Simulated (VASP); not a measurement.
Write the native input for VASP 6.6.1 that does the following.

- Task: single point
- Functional: r2SCAN
- Potentials or basis: VASP PAW PBE potentials, release 64 (Zr_sv, S)
- Cutoff: 520 eV
- k mesh: 14 × 14 × 14
- Occupations: gaussian, width 0.1 eV
- Spin: no spin polarisation
- Dipole correction: no
- Further INCAR settings: ALGO = Normal; EDIFF = 1e-06; NBANDS = 16

The system is ZrS.

```
Zr S
1.0
     0.00000    2.66370    2.66370
     2.66370    0.00000    2.66370
     2.66370    2.66370    0.00000
Zr S
1 1
Direct
  0.00000 0.00000 0.00000
  0.50000 0.50000 0.50000
```

This cell differs from its parent crystal: volume scaled by 1.06.

These files were run (other wordings do the same):

POSCAR

```
ZrS
1.0
    0.0000000000      2.6637023051      2.6637023051
    2.6637023051      0.0000000000      2.6637023051
    2.6637023051      2.6637023051      0.0000000000
Zr S
1 1
Direct
    0.0000000000      0.0000000000      0.0000000000
    0.5000000000      0.5000000000      0.5000000000
```

INCAR.step1

```
PREC = Accurate ; ENCUT = 520
ISMEAR = 0 ; SIGMA = 0.1
LREAL = F ; LASPH = T
NELM = 80 ; NBANDS = 16
GGA = PE ; ALGO = Normal
EDIFF = 1E-4 ; LWAVE = T
LCHARG = F
```

INCAR.step2

```
PREC = Accurate ; ENCUT = 520
EDIFF = 1E-6 ; ISMEAR = 0
SIGMA = 0.1 ; LREAL = F
LASPH = T ; NELM = 80
ALGO = Normal ; ISIF = 2
LWAVE = F ; LCHARG = F
METAGGA = R2SCAN ; LMIXTAU = T
NBANDS = 16 ; ISTART = 1
```

KPOINTS

```
regular mesh
0
Gamma
  14 14 14
```

Potentials or basis: VASP PAW PBE potentials, release 64 (Zr_sv, S).

Launch:

```sh
$ cat potpaw_PBE.64/Zr_sv/POTCAR potpaw_PBE.64/S/POTCAR > POTCAR
$ cp INCAR.step1 INCAR
$ mpirun -np 1 vasp_std > vasp.out
$ cp INCAR.step2 INCAR
$ mpirun -np 1 vasp_std > vasp.out
```

It gave:

| Item | Value |
| --- | --- |
| Pressure | -7.2 GPa |
| Band gap on the k mesh | zero (band 9 reaches 11.78 eV, above the bottom of band 10 at 9.07 eV) |

Caveat: the PAW data sets were made with another functional, which shifts forces and pressure a little.

It took 2.2 min on 1 thread of AMD EPYC 9R45 96-Core Processor (Zen 5) (shared host), peak memory 0.18 GiB.
